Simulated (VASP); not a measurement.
# Ir (Fm-3m) in VASP: single point with r2SCAN

Aim: the single point of Ir with r2SCAN.

All numbers are computed with VASP 6.6.1; they aren't measurements. Logs are shortened: lines on timing, memory, paths and dates and some standing lists are left out, and cuts for length are marked.

### 1 The cell of the first run

Symmetry: Fm-3m, No. 225, cubic system. The conventional cell has a = 3.845 Å, b = 3.845 Å, c = 3.845 Å, α = 90.00°, β = 90.00°, γ = 90.00°. Ir (site symmetry m-3m) has 12 Ir at 2.72 Å within 3.6 Å.

### 2 Single point, r2SCAN

Contents of POSCAR:

```
Ir
1.0
    0.0000000000      1.9225500407      1.9225500407
    1.9225500407      0.0000000000      1.9225500407
    1.9225500407      1.9225500407      0.0000000000
Ir
1
Direct
    0.0000000000      0.0000000000      0.0000000000
```

Contents of INCAR.step1:

```
SYSTEM = Ir
PREC = Accurate
ENCUT = 520
ISMEAR = -1
SIGMA = 0.1
LREAL = .FALSE.
LASPH = .TRUE.
NELM = 80
NBANDS = 10
GGA = PE
ALGO = Normal
EDIFF = 1E-4
LWAVE = .TRUE.
LCHARG = .FALSE.
```

Contents of INCAR.step2:

```
SYSTEM = Ir
PREC = Accurate
ENCUT = 520
EDIFF = 1E-6
ISMEAR = -1
SIGMA = 0.1
LREAL = .FALSE.
LASPH = .TRUE.
NELM = 80
ALGO = Normal
ISIF = 2
LWAVE = .FALSE.
LCHARG = .FALSE.
METAGGA = R2SCAN
LMIXTAU = .TRUE.
NBANDS = 10
ISTART = 1
```

Contents of KPOINTS:

```
regular mesh
0
G
  24 24 24
  0 0 0
```

Potentials or basis: VASP PAW PBE potentials, release 64 (Ir).

Run with:

```console
$ cat potpaw_PBE.64/Ir/POTCAR > POTCAR
$ cp INCAR.step1 INCAR
$ mpirun -np 1 vasp_std > vasp.out
$ cp INCAR.step2 INCAR
$ mpirun -np 1 vasp_std > vasp.out
```

OUTCAR:

```text
SYSTEM = Ir
   PREC = Accurate
   ENCUT = 520
   EDIFF = 1E-6
   ISMEAR = -1
   LREAL = .FALSE.
   LASPH = .TRUE.
   NELM = 80
   ISIF = 2
   METAGGA = R2SCAN
   ISTART = 1

 ion  position               nearest neighbor table
   1  0.000  0.000  0.000-

  LATTYP: Found a face centered cubic cell.
 ALAT       =     3.8451000814

  Lattice vectors:

 A1 = (   0.0000000000,   1.9225500407,   1.9225500407)
 A2 = (   1.9225500407,   0.0000000000,   1.9225500407)
 A3 = (   1.9225500407,   1.9225500407,   0.0000000000)

Analysis of symmetry for initial positions (statically):
=====================================================================
 Subroutine PRICEL returns:
 Original cell was already a primitive cell.

 Routine SETGRP: Setting up the symmetry group for a
 face centered cubic supercell.

 Subroutine GETGRP returns: Found 48 space group operations
 (whereof 48 operations were pure point group operations)
 out of a pool of 48 trial point group operations.

The static configuration has the point symmetry O_h .

Analysis of symmetry for dynamics (positions and initial velocities):
=====================================================================
 Subroutine PRICEL returns:
 Original cell was already a primitive cell.

 Routine SETGRP: Setting up the symmetry group for a
 face centered cubic supercell.

 Subroutine GETGRP returns: Found 48 space group operations
 (whereof 48 operations were pure point group operations)
 out of a pool of 48 trial point group operations.

The dynamic configuration has the point symmetry O_h .

 Subroutine INISYM returns: Found 48 space group operations
 (whereof 48 operations are pure point group operations),
 and found     1 'primitive' translations

----------------------------------------------------------------------------------------

                                     Primitive cell

  volume of cell :      14.2123

  direct lattice vectors                    reciprocal lattice vectors
     0.000000000  1.922550041  1.922550041    -0.260071254  0.260071254  0.260071254
     1.922550041  0.000000000  1.922550041     0.260071254 -0.260071254  0.260071254
     1.922550041  1.922550041  0.000000000     0.260071254  0.260071254 -0.260071254

  length of vectors
     2.718896342  2.718896342  2.718896342     0.450456626  0.450456626  0.450456626

  position of ions in fractional coordinates (direct lattice)
     0.000000000  0.000000000  0.000000000

  ion indices of the primitive-cell ions
   primitive index   ion index
                 1           1

----------------------------------------------------------------------------------------

 KPOINTS: regular mesh

Automatic generation of k-mesh.
 Grid dimensions read from file:
 generate k-points for:   24   24   24

 Generating k-lattice:

  Cartesian coordinates                     Fractional coordinates (reciprocal lattice)
    -0.010836302  0.010836302  0.010836302     0.041666667  0.000000000  0.000000000
     0.010836302 -0.010836302  0.010836302     0.000000000  0.041666667  0.000000000
     0.010836302  0.010836302 -0.010836302     0.000000000  0.000000000  0.041666667

  Length of vectors
     0.018769026  0.018769026  0.018769026

  Shift w.r.t. Gamma in fractional coordinates (k-lattice)
     0.000000000  0.000000000  0.000000000

 Subroutine IBZKPT returns following result:
 ===========================================

 Found    413 irreducible k-points:

 Following reciprocal coordinates:
            Coordinates               Weight
  0.000000  0.000000  0.000000      1.000000
  0.041667  0.000000  0.000000      8.000000
  0.083333  0.000000  0.000000      8.000000
  0.125000  0.000000  0.000000      8.000000
  0.166667  0.000000  0.000000      8.000000
  0.208333  0.000000  0.000000      8.000000
[... 16 lines left out ...]
  0.416667  0.041667  0.000000     24.000000
  0.458333  0.041667  0.000000     24.000000
 [... further k-points ...]
   k-points           NKPTS =    413   k-points in BZ     NKDIM =    413   number of bands    NBANDS=     10
   number of dos      NEDOS =    301   number of ions     NIONS =      1
   total plane-waves  NPLWV =   8000
   dimension x,y,z NGX =    20 NGY =   20 NGZ =   20
   dimension x,y,z NGXF=    40 NGYF=   40 NGZF=   40
   ions per type =               1
   NGX,Y,Z   is equivalent  to a cutoff of  12.23, 12.23, 12.23 a.u.
   NGXF,Y,Z  is equivalent  to a cutoff of  24.46, 24.46, 24.46 a.u.
 SYSTEM =  Ir
   PREC   = accura    normal or accurate (medium, high low for compatibility)
   ISTART =      1    job   : 0-new  1-cont  2-samecut
   ICHARG =      0    charge: 1-file 2-atom 10-const
   ISPIN  =      1    spin polarized calculation?
   LNONCOLLINEAR =      F non collinear calculations
   LSORBIT =      F    spin-orbit coupling
   LASPH  =      T    aspherical Exc in radial PAW
   ENCUT  =  520.0 eV  38.22 Ry    6.18 a.u.   5.06  5.06  5.06*2*pi/ulx,y,z
   NELM   =     80;   NELMIN=  2; NELMDL=  0     # of ELM steps
   EDIFF  = 0.1E-05   stopping-criterion for ELM
   LREAL  =      F    real-space projection
   EDIFFG = 0.1E-04   stopping-criterion for IOM
   NSW    =      0    number of steps for IOM
   IBRION =     -1    ionic relax: 0-MD 1-quasi-New 2-CG
   NFREE  =      0    steps in history (QN), initial steepest desc. (CG)
   ISIF   =      2    stress and relaxation
   ISYM   =      2    0-nonsym 1-usesym 2-fastsym
   POTIM  = 0.5000    time-step for ionic-motion
   TEBEG  =    0.0;   TEEND  =   0.0 temperature during run
   PSTRESS=    0.0 pullay stress
   NELECT =       9.0000    total number of electrons
   NUPDOWN=      -1.0000    fix difference up-down
   EMIN   =  10.00;   EMAX   =-10.00  energy-range for DOS
   EFERMI =   0.00;   METHOD = LEGACY
   ISMEAR =    -1;   SIGMA  =   0.10  broadening in eV -4-tet -1-fermi 0-gaus
   EFERMI_NEDOS =   21; number of points for ismear=-14 and -15
   IALGO  =     38    algorithm
   IMIX   =      4    mixing-type and parameters
     AMIX     =   0.40;   BMIX     =  1.00
     AMIX_MAG =   1.60;   BMIX_MAG =  1.00
  volume/ion in A,a.u.               =      14.21        95.91
  Fermi-wavevector in a.u.,A,eV,Ry     =   1.405836  2.656645 26.890215  1.976375
  Thomas-Fermi vector in A             =   2.528257
   LORBIT       =      0    0 simple, 1 ext, 2 COOP (PROOUT), +10 PAW based schemes
   METAGGA = R2SCAN    functional components
   LHFCALC =     F    Hartree Fock is set to
   AEXX    =    0.0000 exact exchange contribution
   IVDW    =     0    specifies the selected vdW correction
   LEPSILON=     F    determine dielectric tensor
   LRPA    =     F    only Hartree local field effects (RPA)
 non-spin polarized calculation
  energy-cutoff  :      520.00
  volume of cell :       14.21
 maximum number of plane-waves:       392
   NGX = 11   NGY = 11   NGZ = 11

 number of electron       9.0000000 magnetization

 Free energy of the ion-electron system (eV)
  ---------------------------------------------------
  ext. energy  EPLUGINS =         0.00000000
  ---------------------------------------------------
  free energy    TOTEN  =       -52.38033328 eV

  energy without entropy =      -52.35086494  energy(sigma->0) =      -52.36559911

 E-fermi :  10.0934     XC(G=0): -15.2958

 val. band max:       10.0778029281   @ k =   0.2917   0.2917   0.0000
 cond. band min:      10.0949292385   @ k =   0.4583   0.2083   0.0833
 fundamental gap:      0.0171263104
 Fermi energy:        10.0934445219

 k-point     1 :       0.0000    0.0000    0.0000
  band No.  band energies     occupation
      1      -1.3809      2.00000
      2       6.1270      2.00000
      3       6.1270      2.00000
      4       6.1270      2.00000
      5       8.8189      1.99999
      6       8.8189      1.99999
      7      25.2085      0.00000
      8      31.0450      0.00000
      9      31.0451      0.00000
     10      31.0451      0.00000

 k-point     2 :       0.0417    0.0000    0.0000
  band No.  band energies     occupation
      1      -1.3002      2.00000
      2       6.0829      2.00000
      3       6.1625      2.00000
      4       6.1625      2.00000
      5       8.7959      2.00000
      6       8.7959      2.00000
      7      25.3473      0.00000
      8      30.6010      0.00000
      9      31.1753      0.00000
     10      31.1753      0.00000

 k-point     3 :       0.0833    0.0000    0.0000
  band No.  band energies     occupation
      1      -1.0624      2.00000
      2       5.9611      2.00000
      3       6.2616      2.00000
      4       6.2616      2.00000
      5       8.7373      2.00000
      6       8.7373      2.00000
      7      25.7446      0.00000
      8      29.5929      0.00000
      9      31.5590      0.00000
     10      31.5590      0.00000

 k-point     4 :       0.1250    0.0000    0.0000
  band No.  band energies     occupation
      1      -0.6822      2.00000
      2       5.7928      2.00000
      3       6.3994      2.00000
      4       6.3994      2.00000
      5       8.6756      2.00000
      6       8.6756      2.00000
      7      26.3366      0.00000
      8      28.4067      0.00000
      9      32.1753      0.00000
     10      32.1753      0.00000
[... 222 lines left out ...]
 k-point    22 :       0.3750    0.0417    0.0000
  band No.  band energies     occupation
      1       1.7583      2.00000
      2       6.1524      2.00000
      3       6.3008      2.00000
      4       6.9202      2.00000
      5      10.1084      0.92516
      6      10.3960      0.09258
      7      21.0278      0.00000
      8      26.0608      0.00000
      9      32.2029      0.00000
     10      33.2056      0.00000

 k-point    23 :       0.4167    0.0417    0.0000
  band No.  band energies     occupation
      1       1.8054      2.00000
      2       6.0276      2.00000
      3       6.1769      2.00000
      4       7.7840      2.00000
      5      10.6406      0.00837
      6      10.7442      0.00298
      7      19.5907      0.00000
      8      25.5034      0.00000
      9      31.4183      0.00000
     10      32.1148      0.00000

 k-point    24 :       0.4583    0.0417    0.0000
  band No.  band energies     occupation
      1       1.8068      2.00000
      2       5.9444      2.00000
      3       6.0853      2.00000
      4       8.5573      2.00000
      5      10.9701      0.00031
      6      11.1105      0.00008
      7      18.3910      0.00000
      8      25.1432      0.00000
      9      30.9217      0.00000
     10      31.2750      0.00000

 [... further k-points ...]
[... 5 lines left out ...]
  --------------------------------------------------------------------------------------
  -------------------------------------------------------------------------------------
  Total        0.2202799      0.2202799      0.2202799      0.0000000      0.0000000      0.0000000
  in kB       24.8326195     24.8326195     24.8326195      0.0000000      0.0000000      0.0000000
  external PRESSURE =      24.8326195 kB  Pullay stress =       0.0000000 kB

 VOLUME and BASIS-vectors are now :
 -----------------------------------------------------------------------------
  energy-cutoff  :      520.00
  volume of cell :       14.21
      direct lattice vectors                 reciprocal lattice vectors
     0.000000000  1.922550041  1.922550041    -0.260071254  0.260071254  0.260071254
     1.922550041  0.000000000  1.922550041     0.260071254 -0.260071254  0.260071254
     1.922550041  1.922550041  0.000000000     0.260071254  0.260071254 -0.260071254

 POSITION                                       TOTAL-FORCE (eV/Angst)
 -----------------------------------------------------------------------------------
      0.00000      0.00000      0.00000        -0.000000      0.000000     -0.000000
 -----------------------------------------------------------------------------------
    total drift:                                0.000000      0.000000      0.000000

  FREE ENERGIE OF THE ION-ELECTRON SYSTEM (eV)
  ---------------------------------------------------
  free  energy   TOTEN  =       -52.3803332765 eV

  energy  without entropy=      -52.3508649374  energy(sigma->0) =      -52.36559911
```

It took 70 s on 1 thread of Intel Xeon 6975P-C (Granite Rapids), shared host; peak memory 0.18 GiB.

Results:

| Property | Result |
| --- | --- |
| Free energy | -52.3803 eV |
| Pressure | 2.5 GPa |

Caveat: the PAW data sets were made with another functional, which shifts forces and pressure a little; spin-orbit coupling is left out, which moves the levels of the heavy elements.
